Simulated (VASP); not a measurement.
# H (Cmce) in VASP: a series of runs

The runs below take H through single point, with PBEsol.

Program: VASP 6.6.1. These are calculated values, not measurements. Logs are shortened: lines on timing, memory, paths and dates and some standing lists are left out, and cuts for length are marked.

## 1. The cell of the first run

Symmetry: Cmce, No. 64, orthorhombic system. Conventional cell: a = 5.090 Å, b = 4.980 Å, c = 4.018 Å, α = 90.00°, β = 90.00°, γ = 90.00°. Within 1.0 Å of H (site symmetry m) lie 1 H at 0.72 Å.

## 2. Single point, PBEsol (strain -0.030 along x and y, -0.030 along z)

File INCAR:

```
PREC = Accurate
ENCUT = 520
EDIFF = 1E-6
ISMEAR = 0
SIGMA = 0.05
LREAL = False
LASPH = True
NELM = 60
ALGO = Normal
ISIF = 2
LWAVE = False
LCHARG = False
GGA = PS
NBANDS = 10
```

File KPOINTS:

```
Automatic mesh
0
Gamma
  6 6 6
```

File POSCAR:

```
H
1.0
    2.5447769385     -2.4898976723      0.0000000000
    2.5447769385      2.4898976723      0.0000000000
    0.0000000000      0.0000000000      4.0175634600
H
4
Direct
    0.9532956300      0.0467043700      0.0685088900
    0.4532956300      0.5467043700      0.4314911100
    0.5467043700      0.4532956300      0.5685088900
    0.0467043700      0.9532956300      0.9314911100
```

Potentials or basis: VASP PAW PBE potentials, release 64 (H).

Run with:

```bash
cat potpaw_PBE.64/H/POTCAR > POTCAR
mpirun -np 1 vasp_std > vasp.out
```

OUTCAR:

```text
PREC = Accurate
   ENCUT = 520
   EDIFF = 1E-6
   ISMEAR = 0
   LREAL = False
   LASPH = True
   NELM = 60
   ISIF = 2
   GGA = PS

 ion  position               nearest neighbor table
   1  0.953  0.047  0.069-   4 0.72
   2  0.453  0.547  0.431-   3 0.72
   3  0.547  0.453  0.569-   2 0.72
   4  0.047  0.953  0.931-   1 0.72

  LATTYP: Found a base centered orthorhombic cell.
 ALAT       =     4.9797953446
 B/A-ratio  =     1.0220407717
 C/A-ratio  =     0.8067728053

  Lattice vectors:

 A1 = (  -2.5447769385,  -2.4898976723,   0.0000000000)
 A2 = (   2.5447769385,  -2.4898976723,   0.0000000000)
 A3 = (   0.0000000000,   0.0000000000,   4.0175634600)

Analysis of symmetry for initial positions (statically):
=====================================================================
 Subroutine PRICEL returns:
 Original cell was already a primitive cell.

 Routine SETGRP: Setting up the symmetry group for a
 base centered orthorhombic supercell.

 Subroutine GETGRP returns: Found  8 space group operations
 (whereof  4 operations were pure point group operations)
 out of a pool of  8 trial point group operations.

The static configuration has the point symmetry C_2h.
 The point group associated with its full space group is D_2h.

Analysis of symmetry for dynamics (positions and initial velocities):
=====================================================================
 Subroutine PRICEL returns:
 Original cell was already a primitive cell.

 Routine SETGRP: Setting up the symmetry group for a
 base centered orthorhombic supercell.

 Subroutine GETGRP returns: Found  8 space group operations
 (whereof  4 operations were pure point group operations)
 out of a pool of  8 trial point group operations.

The dynamic configuration has the point symmetry C_2h.
 The point group associated with its full space group is D_2h.

 Subroutine INISYM returns: Found  8 space group operations
 (whereof  4 operations are pure point group operations),
 and found     1 'primitive' translations

----------------------------------------------------------------------------------------

                                     Primitive cell

  volume of cell :      50.9124

  direct lattice vectors                    reciprocal lattice vectors
     2.544776939 -2.489897672  0.000000000     0.196480875 -0.200811465  0.000000000
     2.544776939  2.489897672  0.000000000     0.196480875  0.200811465  0.000000000
     0.000000000  0.000000000  4.017563460     0.000000000  0.000000000  0.248907083

  length of vectors
     3.560264047  3.560264047  4.017563460     0.280944797  0.280944797  0.248907083

  position of ions in fractional coordinates (direct lattice)
     0.953295630  0.046704370  0.068508890
     0.453295630  0.546704370  0.431491110
     0.546704370  0.453295630  0.568508890
     0.046704370  0.953295630  0.931491110

  ion indices of the primitive-cell ions
   primitive index   ion index
                 1           1
                 2           2
                 3           3
                 4           4

----------------------------------------------------------------------------------------

 KPOINTS: Automatic mesh

Automatic generation of k-mesh.
 Grid dimensions read from file:
 generate k-points for:    6    6    6

 Generating k-lattice:

  Cartesian coordinates                     Fractional coordinates (reciprocal lattice)
     0.032746813 -0.033468578  0.000000000     0.166666667  0.000000000  0.000000000
     0.032746813  0.033468578  0.000000000     0.000000000  0.166666667  0.000000000
     0.000000000  0.000000000  0.041484514     0.000000000  0.000000000  0.166666667

  Length of vectors
     0.046824133  0.046824133  0.041484514

  Shift w.r.t. Gamma in fractional coordinates (k-lattice)
     0.000000000  0.000000000  0.000000000

 Subroutine IBZKPT returns following result:
 ===========================================

 Found     52 irreducible k-points:

 Following reciprocal coordinates:
            Coordinates               Weight
[... 49 lines left out ...]
  band No.  band energies     occupation
      1     -10.4088      2.00000
      2      -8.3255      2.00000
      3       3.2587      0.00000
      4       4.7454      0.00000
      5       5.1777      0.00000
      6       7.2345      0.00000
      7       7.4772      0.00000
      8       9.0238      0.00000
      9      11.4466      0.00000
     10      12.2977      0.00000

 k-point     2 :       0.1667    0.0000    0.0000
  band No.  band energies     occupation
      1     -10.2427      2.00000
      2      -8.4098      2.00000
      3       3.4048      0.00000
      4       4.2155      0.00000
      5       4.4528      0.00000
      6       6.6012      0.00000
      7       8.1797      0.00000
      8      10.3004      0.00000
      9      11.7627      0.00000
     10      12.1701      0.00000

 k-point     3 :       0.3333    0.0000    0.0000
  band No.  band energies     occupation
      1      -9.7931      2.00000
      2      -8.6999      2.00000
      3       2.9588      0.00000
      4       3.0965      0.00000
      5       4.7453      0.00000
      6       6.8351      0.00000
      7       8.8901      0.00000
      8       9.3547      0.00000
      9      11.0194      0.00000
     10      12.9529      0.00000

 k-point     4 :       0.5000    0.0000    0.0000
  band No.  band energies     occupation
      1      -9.2081      2.00000
      2      -9.2081      2.00000
      3       2.6361      0.00000
      4       2.6361      0.00000
      5       5.9478      0.00000
      6       5.9478      0.00000
      7       9.4275      0.00000
      8       9.4275      0.00000
      9      10.8597      0.00000
     10      10.8597      0.00000
[... 222 lines left out ...]
 k-point    22 :      -0.1667    0.1667    0.1667
  band No.  band energies     occupation
      1      -9.9522      2.00000
      2      -8.5786      2.00000
      3       2.5822      0.00000
      4       3.2850      0.00000
      5       4.9389      0.00000
      6       6.4366      0.00000
      7       9.4317      0.00000
      8      10.9221      0.00000
      9      11.4843      0.00000
     10      12.3284      0.00000

 k-point    23 :       0.3333    0.3333    0.1667
  band No.  band energies     occupation
      1      -9.3340      2.00000
      2      -8.7020      2.00000
      3       1.9713      0.00000
      4       2.7813      0.00000
      5       3.8040      0.00000
      6       7.1952      0.00000
      7       7.5872      0.00000
      8       9.3010      0.00000
      9      11.1402      0.00000
     10      11.1572      0.00000

 k-point    24 :       0.5000    0.3333    0.1667
  band No.  band energies     occupation
      1      -9.0241      2.00000
      2      -8.8806      2.00000
      3       1.6555      0.00000
      4       2.5058      0.00000
      5       4.5910      0.00000
      6       5.8753      0.00000
      7       8.2809      0.00000
      8       9.5171      0.00000
      9      10.0106      0.00000
     10      10.3879      0.00000

 [... further k-points ...]
[... 5 lines left out ...]
  --------------------------------------------------------------------------------------
  -------------------------------------------------------------------------------------
  Total       -0.0292223      0.8194615      1.1909258      0.0000000     -0.0000000      0.0000000
  in kB       -0.9196030     25.7878522     37.4775609      0.0000000     -0.0000000      0.0000000
  external PRESSURE =      20.7819367 kB  Pullay stress =       0.0000000 kB

 VOLUME and BASIS-vectors are now :
 -----------------------------------------------------------------------------
  energy-cutoff  :      520.00
  volume of cell :       50.91
      direct lattice vectors                 reciprocal lattice vectors
     2.544776939 -2.489897672  0.000000000     0.196480875 -0.200811465  0.000000000
     2.544776939  2.489897672  0.000000000     0.196480875  0.200811465  0.000000000
     0.000000000  0.000000000  4.017563460     0.000000000  0.000000000  0.248907083

 POSITION                                       TOTAL-FORCE (eV/Angst)
 -----------------------------------------------------------------------------------
      2.54478     -2.25732      0.27524         0.000000      0.938970      1.111542
      2.54478      0.23258      1.73354         0.000000      0.938970     -1.111542
      2.54478     -0.23258      2.28402         0.000000     -0.938970      1.111542
      2.54478      2.25732      3.74232         0.000000     -0.938970     -1.111542
 -----------------------------------------------------------------------------------
    total drift:                                0.000000     -0.000000     -0.000000

  FREE ENERGIE OF THE ION-ELECTRON SYSTEM (eV)
  ---------------------------------------------------
  free  energy   TOTEN  =       -13.0027818285 eV

  energy  without entropy=      -13.0027818285  energy(sigma->0) =      -13.00278183
```

Run time: 7.9 s. Hardware: 1 thread of Intel Xeon 6975P-C (Granite Rapids), shared host; peak memory 0.15 GiB.

Results:

```
Free energy            : -13.0028 eV
Pressure               : 2.1 GPa
Largest force          : 1.455 eV/Å
Band gap on the k mesh : 9.21 eV, indirect (least direct gap 9.93 eV)
```

Forces on the atoms (eV/Å):
```
H    0.000  0.939  1.112
H    0.000  0.939 -1.112
H    0.000 -0.939  1.112
H    0.000 -0.939 -1.112
```

Stress tensor (GPa, compression positive):
```
-0.09  0.00  0.00
 0.00  2.58  0.00
 0.00  0.00  3.75
```

Caveat: the cell differs from its parent crystal (strain -0.030 along x and y, -0.030 along z); the PAW data sets were made with another functional, which shifts forces and pressure a little.

## 3. Single point, PBEsol (strain -0.030 along x and y, +0.000 along z)

File INCAR:

```
ALGO     = Normal         # electronic algorithm
EDIFF    = 1E-6           # SCF threshold, eV
ENCUT    = 520            # plane-wave cutoff, eV
GGA      = PS             # functional
ISIF     = 2              # what is computed and relaxed
ISMEAR   = 0              # smearing method
LASPH    = T              # aspherical terms in the spheres
LCHARG   = F              # write CHGCAR
LREAL    = F              # projectors in reciprocal space
LWAVE    = F              # write WAVECAR
NBANDS   = 10             # bands
NELM     = 60             # most SCF steps
PREC     = Accurate       # precision mode
SIGMA    = 0.05           # smearing width, eV
```

File KPOINTS:

```
k-points
0
Gamma
  6 6 6
```

Changes to POSCAR since step 2:

```diff
@@ -4,3 +4,3 @@
     2.5447769385      2.4898976723      0.0000000000
-    0.0000000000      0.0000000000      4.0175634600
+    0.0000000000      0.0000000000      4.1418180000
 H
```

Potentials or basis: VASP PAW PBE potentials, release 64 (H).

Run with:

```bash
cat potpaw_PBE.64/H/POTCAR > POTCAR
mpirun -np 1 vasp_std > vasp.out
```

Wall time 8.6 s (1 thread of Intel Xeon 6975P-C (Granite Rapids), shared host); peak memory 0.16 GiB.

Results (log left out):

```
Free energy            : -13.0346 eV
Pressure               : 1.2 GPa
Largest force          : 0.924 eV/Å
Band gap on the k mesh : 9.14 eV, indirect (least direct gap 9.81 eV)
```

Forces on the atoms (eV/Å):
```
H    0.000  0.586  0.715
H    0.000  0.586 -0.715
H    0.000 -0.586  0.715
H    0.000 -0.586 -0.715
```

Stress tensor (GPa, compression positive):
```
-0.11  0.00  0.00
 0.00  1.48  0.00
 0.00  0.00  2.36
```

Levels at points of the mesh, in eV from the valence-band top:
```csv
k point,band 1,band 2,band 3,band 4,band 5
"(0.00, 0.00, 0.00)",-1.99,0.00,11.15,12.92,13.50
"(0.50, 0.00, 0.00)",-0.82,-0.82,10.83,10.83,13.89
"(0.50, 0.50, 0.00)",-0.60,-0.42,9.61,10.42,14.27
"(0.00, 0.00, 0.50)",-1.02,-1.02,10.58,10.58,16.00
"(0.50, 0.00, 0.50)",-0.68,-0.68,9.14,9.14,16.23
"(0.50, 0.50, 0.50)",-0.42,-0.42,11.07,11.07,12.58
```

Caveat: the cell differs from its parent crystal (strain -0.030 along x and y, +0.000 along z); the PAW data sets were made with another functional, which shifts forces and pressure a little. A k mesh can miss the band edges.

## 4. Single point, PBEsol (strain -0.015 along x and y, -0.030 along z)

File INCAR:

```
SYSTEM = H
ALGO = Normal
EDIFF = 1E-6
ENCUT = 520
GGA = PS
ISIF = 2
ISMEAR = 0
LASPH = .True.
LCHARG = .False.
LREAL = .False.
LWAVE = .False.
NBANDS = 10
NELM = 80
PREC = Accurate
SIGMA = 0.05
```

File KPOINTS:

```
k-points
0
Gamma
  6 6 6
  0 0 0
```

File POSCAR:

```
H
1.0
    2.5841291592     -2.5284012445      0.0000000000
    2.5841291592      2.5284012445      0.0000000000
    0.0000000000      0.0000000000      4.0175634600
H
4
Direct
    0.9532956300      0.0467043700      0.0685088900
    0.4532956300      0.5467043700      0.4314911100
    0.5467043700      0.4532956300      0.5685088900
    0.0467043700      0.9532956300      0.9314911100
```

Run with:

```bash
cat potpaw_PBE.64/H/POTCAR > POTCAR
mpirun -np 1 vasp_std > vasp.out
```

It took 8 s on 1 thread of Intel Xeon 6975P-C (Granite Rapids), shared host; peak memory 0.15 GiB.

Results (log left out):

- Free energy: -13.0158 eV
- Pressure: 1.7 GPa
- Largest force: 1.260 eV/Å
- Band gap on the k mesh: 9.22 eV, indirect (least direct gap 9.90 eV)

Forces on the atoms (eV/Å):
```
H    0.000  0.820  0.956
H    0.000  0.820 -0.956
H    0.000 -0.820  0.956
H    0.000 -0.820 -0.956
```

Stress tensor (GPa, compression positive):
```
-0.10  0.00  0.00
 0.00  2.18  0.00
 0.00  0.00  3.09
```

Levels at points of the mesh, in eV from the valence-band top:
```
           k point  band 1  band 2  band 3  band 4  band 5  band 6  band 7
(0.00, 0.00, 0.00)   -1.99    0.00   11.66   12.91   13.28   15.33   15.74
(0.50, 0.00, 0.00)   -0.85   -0.85   10.91   10.91   14.23   14.23   17.48
(0.50, 0.50, 0.00)   -0.67   -0.48    9.52   10.33   14.60   15.70   15.95
(0.00, 0.00, 0.50)   -0.99   -0.99   10.59   10.59   15.88   15.88   17.53
(0.50, 0.00, 0.50)   -0.68   -0.68    9.22    9.22   16.18   16.18   17.37
(0.50, 0.50, 0.50)   -0.45   -0.45   11.09   11.09   12.63   12.63   12.78
```

Caveat: the cell differs from its parent crystal (strain -0.015 along x and y, -0.030 along z); the PAW data sets were made with another functional, which shifts forces and pressure a little. A k mesh can miss the band edges.

## 5. Single point, PBEsol (strain -0.030 along x and y, +0.015 along z)

File INCAR:

```
PREC = Accurate ; ENCUT = 520
EDIFF = 1E-6 ; ISMEAR = 0
SIGMA = 0.05 ; LREAL = False
LASPH = True ; NELM = 60
ALGO = Normal ; ISIF = 2
LWAVE = False ; LCHARG = True
GGA = PS ; LELF = True
LVHAR = True ; NBANDS = 10
```

File KPOINTS:

```
regular mesh
0
Gamma
  6 6 6
```

File POSCAR:

```
H
1.0
    2.5447769385     -2.4898976723      0.0000000000
    2.5447769385      2.4898976723      0.0000000000
    0.0000000000      0.0000000000      4.2039452700
H
4
Direct
    0.9532956300      0.0467043700      0.0685088900
    0.4532956300      0.5467043700      0.4314911100
    0.5467043700      0.4532956300      0.5685088900
    0.0467043700      0.9532956300      0.9314911100
```

Run with:

```bash
cat potpaw_PBE.64/H/POTCAR > POTCAR
mpirun -np 1 vasp_std > vasp.out
```

Wall time 8.8 s (1 thread of Intel Xeon 6975P-C (Granite Rapids), shared host); peak memory 0.16 GiB.

The run converged. Its results:

```yaml
Free_energy: -13.0454 eV
Pressure: 0.9 GPa
Largest_force: 0.673 eV/Å
Band_gap_on_the_k_mesh: 9.10 eV, indirect (least direct gap 9.76 eV)
```

Forces on the atoms (eV/Å):
```
H    0.000  0.423  0.523
H    0.000  0.423 -0.523
H    0.000 -0.423  0.523
H    0.000 -0.423 -0.523
```

Stress tensor (GPa, compression positive):
```
-0.12  0.00  0.00
 0.00  1.00  0.00
 0.00  0.00  1.68
```

Levels at points of the mesh, in eV from the valence-band top:
```
           k point  band 1  band 2  band 3  band 4  band 5  band 6
(0.00, 0.00, 0.00)   -1.94    0.00   10.96   12.85   13.49   15.43
(0.50, 0.00, 0.00)   -0.78   -0.78   10.76   10.76   13.71   13.71
(0.50, 0.50, 0.00)   -0.57   -0.39    9.62   10.43   14.07   15.51
(0.00, 0.00, 0.50)   -1.00   -1.00   10.53   10.53   15.95   15.95
(0.50, 0.00, 0.50)   -0.65   -0.65    9.10    9.10   16.16   16.16
(0.50, 0.50, 0.50)   -0.39   -0.39   11.03   11.03   12.53   12.53
```

Caveat: the cell differs from its parent crystal (strain -0.030 along x and y, +0.015 along z); the PAW data sets were made with another functional, which shifts forces and pressure a little.

## 6. Single point, PBEsol (strain -0.015 along x and y, -0.015 along z)

File INCAR:

```
ALGO = Normal
EDIFF = 1E-7
ENCUT = 520
GGA = PS
ISIF = 2
ISMEAR = 0
LASPH = T
LCHARG = F
LREAL = F
LWAVE = F
NBANDS = 10
NELM = 80
PREC = Accurate
SIGMA = 0.05
```

File KPOINTS:

```
k-points
0
Gamma
  6 6 6
```

File POSCAR:

```
H
1.0
    2.5841291592     -2.5284012445      0.0000000000
    2.5841291592      2.5284012445      0.0000000000
    0.0000000000      0.0000000000      4.0796907300
H
4
Direct
    0.9532956300      0.0467043700      0.0685088900
    0.4532956300      0.5467043700      0.4314911100
    0.5467043700      0.4532956300      0.5685088900
    0.0467043700      0.9532956300      0.9314911100
```

Potentials or basis: VASP PAW PBE potentials, release 64 (H).

Run with:

```bash
cat potpaw_PBE.64/H/POTCAR > POTCAR
mpirun -np 1 vasp_std > vasp.out
```

It took 8.5 s on 1 thread of Intel Xeon 6975P-C (Granite Rapids), shared host; peak memory 0.16 GiB.

Results (log left out):

- Free energy: -13.0307 eV
- Pressure: 1.3 GPa
- Largest force: 0.999 eV/Å
- Band gap on the k mesh: 9.18 eV, indirect (least direct gap 9.85 eV)

Forces on the atoms (eV/Å):
```
H    0.000  0.645  0.763
H    0.000  0.645 -0.763
H    0.000 -0.645  0.763
H    0.000 -0.645 -0.763
```

Stress tensor (GPa, compression positive):
```
-0.11  0.00  0.00
 0.00  1.64  0.00
 0.00  0.00  2.44
```

Levels at points of the mesh, in eV from the valence-band top:
```tsv
k point	band 1	band 2	band 3	band 4	band 5
(0.00, 0.00, 0.00)	-1.95	0.00	11.44	12.83	13.28
(0.50, 0.00, 0.00)	-0.82	-0.82	10.84	10.84	14.04
(0.50, 0.50, 0.00)	-0.63	-0.45	9.53	10.34	14.38
(0.00, 0.00, 0.50)	-0.98	-0.98	10.54	10.54	15.82
(0.50, 0.00, 0.50)	-0.67	-0.67	9.18	9.18	16.10
(0.50, 0.50, 0.50)	-0.43	-0.43	11.04	11.04	12.57
```

Caveat: the cell differs from its parent crystal (strain -0.015 along x and y, -0.015 along z); the PAW data sets were made with another functional, which shifts forces and pressure a little. A k mesh can miss the band edges.

## 7. The runs side by side

| cell | gap on the mesh (eV) | pressure (GPa) | largest force (eV/Å) |
| --- | --- | --- | --- |
| a = 3.560, b = 3.560, c = 4.018 Å, angles 90.0, 90.0, 88.8°, 4 atoms | 9.21 | 2.1 | 1.46 |
| a = 3.560, b = 3.560, c = 4.142 Å, angles 90.0, 90.0, 88.8°, 4 atoms | 9.14 | 1.2 | 0.92 |
| a = 3.615, b = 3.615, c = 4.018 Å, angles 90.0, 90.0, 88.8°, 4 atoms | 9.22 | 1.7 | 1.26 |
| a = 3.560, b = 3.560, c = 4.204 Å, angles 90.0, 90.0, 88.8°, 4 atoms | 9.10 | 0.9 | 0.67 |
| a = 3.615, b = 3.615, c = 4.080 Å, angles 90.0, 90.0, 88.8°, 4 atoms | 9.18 | 1.3 | 1.00 |

Alike in all rows: task single point; level PBEsol; potentials or basis VASP PAW PBE potentials, release 64 (H); no spin polarisation; k mesh 6 × 6 × 6; cutoff (eV) 520; smearing gaussian 0.05 eV.

Caveats: the PAW data sets were made with another functional, which shifts forces and pressure a little.

Absolute energies hang on the potentials; compare differences alone.
